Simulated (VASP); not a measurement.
Pb:

```xyz
1
Lattice="0.0000 2.4750 2.4750 2.4750 0.0000 2.4750 2.4750 2.4750 0.0000" Properties=species:S:1:pos:R:3 pbc="T T T"
Pb    0.0000    0.0000    0.0000
```

| Quantity | Value |
| --- | --- |
| Program | VASP 6.6.1 |
| Task | relaxation of cell and atoms |
| Functional | PBEsol |
| Dispersion | D4 |
| Potentials or basis | VASP PAW PBE potentials, release 64 (Pb_d) |
| Cutoff | 600 eV |
| k mesh | 9 × 9 × 9 |
| Occupations | fermi-dirac, width 0.05 eV |
| Spin | no spin polarisation |

At the start: pressure -2.0 GPa; volume 30.32 Å³/atom.

**Question.** Where does the relaxation end?

**Answer.** Over 3 steps the energy falls by 7.4 meV/atom and the volume is 29.15 Å³/atom (-3.9 %); space group Fm-3m (No. 225, to 0.05 Å).

The path:
```tsv
step	energy change (eV)	largest force (eV/Å)	pressure (GPa)	volume (Å³)
1	0.0000	0.0000	-1.96	30.32
2	-0.0064	0.0000	0.81	28.73
3	-0.0074	0.0000	-0.01	29.15
```

Final structure:
```
Pb
1.0
     0.00000    2.44258    2.44258
     2.44258    0.00000    2.44258
     2.44258    2.44258    0.00000
Pb
1
Cartesian
  0.0000 0.0000 0.0000
```

The cell as given is a measured one (30.32 Å³/atom); PBEsol+D4 puts the equilibrium volume -3.9 % from it, thermal expansion not counted.

Caveat: the PAW data sets were made with another functional, which shifts forces and pressure a little; pairwise dispersion overbinds metals, which lowers pressure and volume.
